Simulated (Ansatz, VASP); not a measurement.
**C in VASP and in Ansatz**

The input INCAR:

```
PREC     = Accurate       # precision mode
ENCUT    = 520            # plane-wave cutoff, eV
EDIFF    = 1E-6           # SCF threshold, eV
ISMEAR   = 0              # smearing method
SIGMA    = 0.05           # smearing width, eV
LREAL    = F              # projectors in reciprocal space
LASPH    = T              # aspherical terms in the spheres
NELM     = 100            # most SCF steps
ALGO     = Normal         # electronic algorithm
ISIF     = 2              # what is computed and relaxed
LWAVE    = F              # write WAVECAR
LCHARG   = F              # write CHGCAR
NBANDS   = 26             # bands
```

Contents of KPOINTS:

```
Automatic mesh
0
Gamma
  12 12 4
```

Contents of POSCAR:

```
C
1.0
    2.4896249417      0.0000000000      0.0000000000
   -1.2448124708      2.1560784454      0.0000000000
    0.0000000000      0.0000000000      8.2142660865
C
8
Direct
   -0.0228950148      0.0000000000      0.0929365318
    0.0228950148      0.0000000000      0.5929365318
    0.0228950148      0.0000000000      0.4070634682
   -0.0228950148      0.0000000000      0.9070634682
    0.3143640941      0.6666666667      0.1555443640
    0.6856359059      0.3333333333      0.6555443640
    0.3523025726      0.6666666667      0.3444556360
    0.6476974274      0.3333333333      0.8444556360
```

Input for Ansatz:

```yaml
crystal:
  lattice:
    - [2.4896249417, 0.0, 0.0]
    - [-1.2448124708, 2.1560784454, 0.0]
    - [0.0, 0.0, 8.2142660865]
  atoms:
    - { symbol: C, position: [-0.0228950148, 0.0, 0.0929365318] }
    - { symbol: C, position: [0.0228950148, 0.0, 0.5929365318] }
    - { symbol: C, position: [0.0228950148, 0.0, 0.4070634682] }
    - { symbol: C, position: [-0.0228950148, 0.0, 0.9070634682] }
    - { symbol: C, position: [0.3143640941, 0.6666666667, 0.155544364] }
    - { symbol: C, position: [0.6856359059, 0.3333333333, 0.655544364] }
    - { symbol: C, position: [0.3523025726, 0.6666666667, 0.344455636] }
    - { symbol: C, position: [0.6476974274, 0.3333333333, 0.844455636] }
basis:
  ecutwfc: 520.0
kpoints:
  mp_grid: { grid: [12, 12, 4] }
hamiltonian:
  xc: lda
  pseudopotentials: { kind: paw, azcp: { folder: soft_1 } }
scf:
  occupations: { method: gaussian, width: 0.05 }
output:
  forces: true
  stress: true
  eigenvalues: true
```

Change from the starting cell: mode 4 frozen in at -0.057 Å and mode 5 at +0.000 Å (largest displacements).

Alike in both runs: task single point; functional LDA; k mesh 12 × 12 × 4; occupations gaussian, width 0.05 eV; no spin polarisation.

```csv
,VASP,Ansatz
version,VASP 6.6.1,Ansatz 0.2.0
potentials or method,"VASP PAW LDA potentials, release 64 (C), cutoff 520 eV","scalar-relativistic, plane waves, PAW"
valence electrons in the cell,32,32
```

```csv
,VASP,Ansatz,Ansatz less VASP
gap on the k mesh at the Fermi level (eV),4.59,4.60,+0.012
least direct gap on the mesh (eV),5.33,5.33,+0.002
pressure (GPa),1.7,0.0,-1.71
"traceless stress, the component that is largest in VASP (GPa)",-0.25,-0.25,-0.009
rms of the force components (eV/Å),0.207,0.208,+0.0006
```

Ansatz warns that its potentials were made for another functional, while VASP's fit it. LDA's correlation is that of Perdew and Zunger in VASP and of Perdew and Wang (1992) in Ansatz. Atom by atom the forces differ by 0.004 eV/Å (rms over components).
